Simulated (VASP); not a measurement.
Crystal: As.

```xyz
2
Lattice="3.1200 0.0000 0.0000 -1.5600 2.7020 0.0000 0.0000 0.0000 5.0950" Properties=species:S:1:pos:R:3 pbc="T T T"
As    0.0000    1.8013    1.2737
As    1.5600    0.9007    3.8212
```

```yaml
Program: VASP 6.6.1
Task: relaxation of cell and atoms
Functional: r2SCAN
Potentials_or_basis: VASP PAW PBE potentials, release 64 (As)
Cutoff: 600 eV
k_mesh: 8 × 8 × 4
Occupations: fermi-dirac, width 0.05 eV
Spin: no spin polarisation
```

At the start: pressure -7.6 GPa; volume 21.48 Å³/atom.

Task: How do energy, volume and symmetry change on relaxing?

Result: Over 6 steps the energy falls by 71.5 meV/atom and the volume is 19.01 Å³/atom (-11.5 %); space group P6_3/mmc (No. 194, to 0.05 Å).

Step by step:
```tsv
step	energy change (eV)	largest force (eV/Å)	pressure (GPa)	volume (Å³)
1	0.0000	0.0000	-7.61	42.95
2	-0.1302	0.0000	2.77	36.91
3	-0.1385	0.0000	0.21	37.94
4	-0.1385	0.0000	-0.02	38.04
5	-0.1424	0.0000	-0.05	38.02
6	-0.1429	0.0000	-0.06	38.01
```

Final structure:
```
CELL_PARAMETERS angstrom
2.96339 0.00000 0.00000
-1.48170 2.56637 0.00000
0.00000 0.00000 4.99814
ATOMIC_POSITIONS crystal
As 0.33333 0.66667 0.25000
As 0.66667 0.33333 0.75000
```

Caveat: the PAW data sets were made with another functional, which shifts forces and pressure a little.
